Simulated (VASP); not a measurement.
BaHfO3 (klda):

```
Ba Hf O
1.0
     4.16984    0.00000    0.00000
     0.00000    4.16984    0.00000
     0.00000    0.00000    4.16984
Ba Hf O
1 1 3
Direct
  0.50000 0.50000 0.50000
  0.00000 0.00000 0.00000
  0.00000 0.50000 0.00000
  0.50000 0.00000 0.00000
  0.00000 0.00000 0.50000
```

| Quantity | Value |
| --- | --- |
| Program | VASP 6.6.1 |
| Task | relaxation of cell and atoms |
| Functional | LDA |
| Potentials or basis | VASP PAW LDA potentials, release 64 (Ba_sv, Hf_pv, O) |
| Cutoff | 600 eV |
| k mesh | 6 × 6 × 6 |
| Occupations | gaussian, width 0.02 eV |
| Spin | no spin polarisation |

At the start: pressure -6.1 GPa; volume 14.50 Å³/atom.

How do energy, volume and symmetry change on relaxing?

Over 3 steps the energy falls by 10.0 meV/atom and the volume is 14.00 Å³/atom (-3.5 %); space group Pm-3m (No. 221, to 0.05 Å).

Step by step:
```tsv
step	energy change (eV)	largest force (eV/Å)	pressure (GPa)	volume (Å³)
1	0.0000	0.0000	-6.11	72.50
2	0.0378	0.0000	9.39	66.85
3	-0.0499	0.0000	0.00	70.00
```

Final structure:
```cif
data_structure
_symmetry_space_group_name_H-M 'P 1'
_symmetry_Int_Tables_number 1
_cell_length_a 4.1212
_cell_length_b 4.1212
_cell_length_c 4.1212
_cell_angle_alpha 90.000
_cell_angle_beta 90.000
_cell_angle_gamma 90.000
_cell_volume 70.00
loop_
_atom_site_label
_atom_site_type_symbol
_atom_site_fract_x
_atom_site_fract_y
_atom_site_fract_z
_atom_site_occupancy
Ba1 Ba 0.50000 0.50000 0.50000 1
Hf1 Hf 0.00000 0.00000 0.00000 1
O1 O 0.00000 0.50000 0.00000 1
O2 O 0.50000 0.00000 0.00000 1
O3 O 0.00000 0.00000 0.50000 1
```
